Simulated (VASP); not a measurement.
A run of VASP 6.6.1:

Contents of POSCAR:

```
KI
1.0
    0.1176702036      3.6619534435      3.6619534435
    3.6619534435      0.1176702036      3.6619534435
    3.6619534435      3.6619534435      0.1176702036
K I
1 1
Direct
    0.0000000000      0.0000000000      0.0000000000
    0.5000000000      0.5000000000      0.5000000000
```

INCAR.step1

```
SYSTEM = KI
PREC = Accurate
ENCUT = 520
ISMEAR = 0
SIGMA = 0.01
LREAL = .FALSE.
LASPH = .TRUE.
NELM = 60
NBANDS = 15
GGA = PE
ALGO = Normal
EDIFF = 1E-4
LWAVE = .TRUE.
LCHARG = .FALSE.
```

Contents of INCAR.step2:

```
SYSTEM = KI
PREC = Accurate
ENCUT = 520
EDIFF = 1E-6
ISMEAR = 0
SIGMA = 0.01
LREAL = .FALSE.
LASPH = .TRUE.
NELM = 60
ALGO = Normal
ISIF = 2
LWAVE = .FALSE.
LCHARG = .FALSE.
METAGGA = R2SCAN
LMIXTAU = .TRUE.
NBANDS = 15
ISTART = 1
```

Contents of KPOINTS:

```
regular mesh
0
G
  6 6 6
  0 0 0
```

Potentials or basis: VASP PAW PBE potentials, release 64 (K_sv, I).

Launch:

```console
$ cat potpaw_PBE.64/K_sv/POTCAR potpaw_PBE.64/I/POTCAR > POTCAR
$ cp INCAR.step1 INCAR
$ mpirun -np 1 vasp_std > vasp.out
$ cp INCAR.step2 INCAR
$ mpirun -np 1 vasp_std > vasp.out
```

Hardware: 1 thread of Intel(R) Xeon(R) 6975P-C (Granite Rapids), with other jobs on the host.

Estimate the wall time of this run.

Run time: 76 s on 1 thread of Intel(R) Xeon(R) 6975P-C (Granite Rapids) (shared host), peak memory 0.27 GiB. Counts: k points 32.
